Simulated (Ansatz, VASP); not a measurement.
## Te2Mo in VASP and in Ansatz

The input INCAR:

```
SYSTEM = Te2Mo
  ALGO = Normal
  EDIFF = 1E-6
  ENCUT = 520
  GGA = PE
  ISIF = 2
  ISMEAR = 0
  IVDW = 12
  LASPH = .TRUE.
  LCHARG = .FALSE.
  LREAL = .FALSE.
  LWAVE = .FALSE.
  NBANDS = 35
  NELM = 80
  PREC = Accurate
  SIGMA = 0.05
```

KPOINTS

```
k-points
0
G
  12 12 2
  0 0 0
```

File POSCAR:

```
Te2Mo
1.0
    3.4964011497      0.0000000000      0.0000000000
   -1.7482005748      3.0279722174      0.0000000000
    0.0000000000      0.0000000000     13.7008448353
Te Mo
4 2
Direct
    0.3333333333      0.6666666667      0.6173401526
    0.6666666667      0.3333333333      0.1173401526
    0.3333333333      0.6666666667      0.8826598474
    0.6666666667      0.3333333333      0.3826598474
    0.1903291474      0.6666666667      0.2500000000
    0.5236624808      0.3333333333      0.7500000000
```

Input for Ansatz:

```yaml
crystal:
  lattice:
    - [3.4964011497, 0.0, 0.0]
    - [-1.7482005748, 3.0279722174, 0.0]
    - [0.0, 0.0, 13.7008448353]
  atoms:
    - { symbol: Te, position: [0.3333333333, 0.6666666667, 0.6173401526] }
    - { symbol: Te, position: [0.6666666667, 0.3333333333, 0.1173401526] }
    - { symbol: Te, position: [0.3333333333, 0.6666666667, 0.8826598474] }
    - { symbol: Te, position: [0.6666666667, 0.3333333333, 0.3826598474] }
    - { symbol: Mo, position: [0.1903291474, 0.6666666667, 0.25] }
    - { symbol: Mo, position: [0.5236624808, 0.3333333333, 0.75] }
basis:
  ecutwfc: 420
kpoints:
  mp_grid: { grid: [12, 12, 2] }
hamiltonian:
  xc: pbe
  dispersion: d3bj
scf:
  occupations: { method: gaussian, width: 0.05 }
output:
  forces: true
  stress: true
  eigenvalues: true
```

Change from the starting cell: all Mo atoms moved -0.500 Å, as atom 5 along Cartesian [1 0 0].

Alike in both runs: task single point; functional PBE; dispersion D3(BJ); k mesh 12 × 12 × 2; occupations gaussian, width 0.05 eV; no spin polarisation.

```csv
,VASP,Ansatz
version,VASP 6.6.1,Ansatz 0.2.0
potentials or method,"VASP PAW PBE potentials, release 64 (Te, Mo_sv), cutoff 520 eV","scalar-relativistic, plane waves, PAW"
valence electrons in the cell,52,92
```

```tsv
	VASP	Ansatz	Ansatz less VASP
gap on the k mesh at the Fermi level (eV)	none	none	-
pressure (GPa)	7.9	8.0	+0.04
traceless stress, the component that is largest in VASP (GPa)	8.18	8.18	0.000
rms of the force components (eV/Å)	2.678	2.688	+0.0096
```

Atom by atom the forces differ by 0.011 eV/Å (rms over components). A gap of «none» marks a metal or a gap that the smearing closes. VASP's potentials hold 52 valence electrons a cell and Ansatz's 92, so a difference there can come from the potentials and not from the codes.

Neither program's run includes spin-orbit coupling.
